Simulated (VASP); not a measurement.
# GaN (F-43m) in VASP: further runs, part 2 of 2

VASP 6.6.1.

### 4 Single point, BLYP+D3(BJ)

This run uses another cell than the first one, of 11.60 Å³/atom.

File INCAR:

```
  PREC = Accurate
  ENCUT = 1330
  EDIFF = 1E-6
  ISMEAR = -1
  SIGMA = 0.05
  LREAL = False
  LASPH = True
  NELM = 120
  ALGO = Normal
  ISIF = 2
  LWAVE = False
  LCHARG = False
  GGA = B5
  ALDAX = 1.0
  AGGAX = 1.0
  AGGAC = 1.0
  ALDAC = 0.0
  IVDW = 12
  VDW_S6 = 1.0
  VDW_S8 = 2.6996
  VDW_A1 = 0.4298
  VDW_A2 = 4.2359
  NBANDS = 16
  GGA_COMPAT = False
```

File KPOINTS:

```
regular mesh
0
Gamma
  10 10 10
```

File POSCAR:

```
GaN
1.0
    0.0000000000      2.2634838180      2.2634838180
    2.2634838180      0.0000000000      2.2634838180
    2.2634838180      2.2634838180      0.0000000000
Ga N
1 1
Direct
    0.0000000000      0.0000000000      0.0000000000
    0.2500000000      0.2500000000      0.2500000000
```

Potentials or basis: VASP PAW PBE potentials, release 64 (Ga_d, N_h).

The run is started by

```bash
$ cat potpaw_PBE.64/Ga_d/POTCAR potpaw_PBE.64/N_h/POTCAR > POTCAR
$ mpirun -np 1 vasp_std > vasp.out
```

OUTCAR:

```text
PREC = Accurate
   ENCUT = 1330
   EDIFF = 1E-6
   ISMEAR = -1
   LREAL = False
   LASPH = True
   NELM = 120
   ISIF = 2
   GGA = B5
   IVDW = 12
 IVDW          = 12

 ion  position               nearest neighbor table
   1  0.000  0.000  0.000-   2 1.96   2 1.96   2 1.96   2 1.96
   2  0.250  0.250  0.250-   1 1.96   1 1.96   1 1.96   1 1.96

  LATTYP: Found a face centered cubic cell.
 ALAT       =     4.5269676360

  Lattice vectors:

 A1 = (   0.0000000000,   2.2634838180,   2.2634838180)
 A2 = (   2.2634838180,   0.0000000000,   2.2634838180)
 A3 = (   2.2634838180,   2.2634838180,   0.0000000000)

Analysis of symmetry for initial positions (statically):
=====================================================================
 Subroutine PRICEL returns:
 Original cell was already a primitive cell.

 Routine SETGRP: Setting up the symmetry group for a
 face centered cubic supercell.

 Subroutine GETGRP returns: Found 24 space group operations
 (whereof 24 operations were pure point group operations)
 out of a pool of 48 trial point group operations.

The static configuration has the point symmetry T_d .

Analysis of symmetry for dynamics (positions and initial velocities):
[... 162 lines left out ...]
 cond. band min:       7.5571100378   @ k =   0.0000   0.0000   0.0000
 fundamental gap:      1.7265939472
 Fermi energy:         6.7488664923

 k-point     1 :       0.0000    0.0000    0.0000
  band No.  band energies     occupation
      1      -9.9066      2.00000
      2      -7.7050      2.00000
      3      -7.7050      2.00000
      4      -7.7050      2.00000
      5      -7.4036      2.00000
      6      -7.4036      2.00000
[... 433 lines left out ...]
      3      -7.4920      2.00000
      4      -7.4920      2.00000
      5      -7.3458      2.00000
      6      -6.3875      2.00000
[... 8 lines left out ...]
     15      28.1181      0.00000
     16      28.2411      0.00000

 [... further k-points ...]

------------------------ aborting loop because EDIFF is reached ----------------------------------------

 Edisp (eV)   -1.10483

 E8    (eV) :    -0.7844

  FORCE on cell =-STRESS in cart. coord.  units (eV):
  Direction    XX          YY          ZZ          XY          YZ          ZX
  --------------------------------------------------------------------------------------
  -------------------------------------------------------------------------------------
  Total       0.23224     0.23224     0.23224     0.00000     0.00000     0.00000
  in kB      16.04316    16.04316    16.04316     0.00000     0.00000     0.00000
  external pressure =       16.04 kB  Pullay stress =        0.00 kB

 VOLUME and BASIS-vectors are now :
 -----------------------------------------------------------------------------
  energy-cutoff  :     1330.00
  volume of cell :       23.19
      direct lattice vectors                 reciprocal lattice vectors
     0.000000000  2.263483818  2.263483818    -0.220898420  0.220898420  0.220898420
     2.263483818  0.000000000  2.263483818     0.220898420 -0.220898420  0.220898420
     2.263483818  2.263483818  0.000000000     0.220898420  0.220898420 -0.220898420

 POSITION                                       TOTAL-FORCE (eV/Angst)
 -----------------------------------------------------------------------------------
      0.00000      0.00000      0.00000         0.000000      0.000000      0.000000
      1.13174      1.13174      1.13174        -0.000000     -0.000000     -0.000000
 -----------------------------------------------------------------------------------
    total drift:                               -0.000000     -0.000000     -0.000000

  FREE ENERGIE OF THE ION-ELECTRON SYSTEM (eV)
  ---------------------------------------------------
  free  energy   TOTEN  =       -12.1019716125 eV

  energy  without entropy=      -12.1019716122  energy(sigma->0) =      -12.10197161
```

Wall time 74 s (1 thread of Intel Xeon Platinum 8375C at 2.90GHz (Ice Lake), shared host); peak memory 0.28 GiB.

Results:

- Free energy: -12.1020 eV
- Pressure: 1.6 GPa
- Band gap on the k mesh: 1.73 eV
- Dispersion energy per atom: -0.552 eV

Levels at points of the mesh, in eV from the valence-band top:
```csv
k point,band 5,band 6,band 7,band 8,band 9,band 10,band 11,band 12,band 13,band 14
"(0.00, 0.00, 0.00)",-13.23,-13.23,0.00,0.00,0.00,1.73,10.22,10.22,10.22,17.68
"(0.50, 0.00, 0.00)",-13.19,-11.92,-6.88,-0.95,-0.95,4.58,8.80,10.36,10.36,15.80
"(0.50, 0.50, 0.00)",-13.16,-11.47,-6.05,-2.63,-2.63,3.59,6.60,11.76,13.79,13.79
```

Caveat: the PAW data sets were made with another functional, which shifts forces and pressure a little.

### 5 Overview

| level | potentials or basis | cell | k mesh | cutoff (eV) | grid for exact exchange (PRECFOCK) | share of exact exchange | gap on the mesh (eV) | pressure (GPa) |
| --- | --- | --- | --- | --- | --- | --- | --- | --- |
| PBEsol-based global hybrid with 25 % exact exchange | VASP PAW PBE potentials, release 64 (Ga_d, N) | a = 3.144 Å, angles 60.0°, 2 atoms | 5 × 5 × 5 | 520 | Normal | 0.25 | 4.00 | 2.4 |
| PBEsol-based global hybrid with 25 % exact exchange | VASP PAW PBE potentials, release 64 (Ga_d, N) | a = 3.187 Å, angles 60.0°, 2 atoms | 5 × 5 × 5 | 520 | Normal | 0.25 | 3.69 | -5.9 |
| BLYP+D3(BJ) | VASP PAW PBE potentials, release 64 (Ga_d, N_h) | a = 3.201 Å, angles 60.0°, 2 atoms | 10 × 10 × 10 | 1330 | - | - | 1.73 | 1.6 |

Alike in all rows: task single point; no spin polarisation; smearing fermi-dirac 0.05 eV.

Caveats: some runs use coarse meshes; the PAW data sets were made with another functional, which shifts forces and pressure a little.

Total energies depend on the potentials used, so only differences within one code and one set of settings carry meaning.
